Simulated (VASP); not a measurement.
Here is a VASP 6.6.1 calculation.

File INCAR:

```
SYSTEM = Cd2O
PREC = Accurate
ENCUT = 520
EDIFF = 1E-7
ISMEAR = 1
SIGMA = 0.0164
LREAL = .FALSE.
LASPH = .TRUE.
NELM = 80
ALGO = Normal
ISIF = 2
LWAVE = .FALSE.
LCHARG = .FALSE.
GGA = PE
NBANDS = 22
ISYM = 0
```

KPOINTS

```
regular mesh
0
G
  6 6 6
  0 0 0
```

File POSCAR:

```
Cd2O
1.0
    0.0000000000      2.7580520000      2.7580520000
    2.7580520000      0.0000000000      2.7580520000
    2.7580520000      2.7580520000      0.0000000000
Cd O
2 1
Direct
    0.2500000000      0.2500000000      0.2500000000
    0.7500000000      0.7500000000      0.7500000000
    0.5000000000      0.5000000000      0.5000000000
```

Potentials or basis: VASP PAW PBE potentials, release 64 (Cd, O).

Launch:

```bash
$ cat potpaw_PBE.64/Cd/POTCAR potpaw_PBE.64/O/POTCAR > POTCAR
$ mpirun -np 1 vasp_std > vasp.out
```

Problem. Estimate the pressure.

Solution. 33.1 GPa.

Problem. Estimate the band gap on the k mesh.

Solution. 0.42 eV (least direct gap 1.12 eV).

Caveat: the cell stands under pressure. A k mesh can miss the band edges.
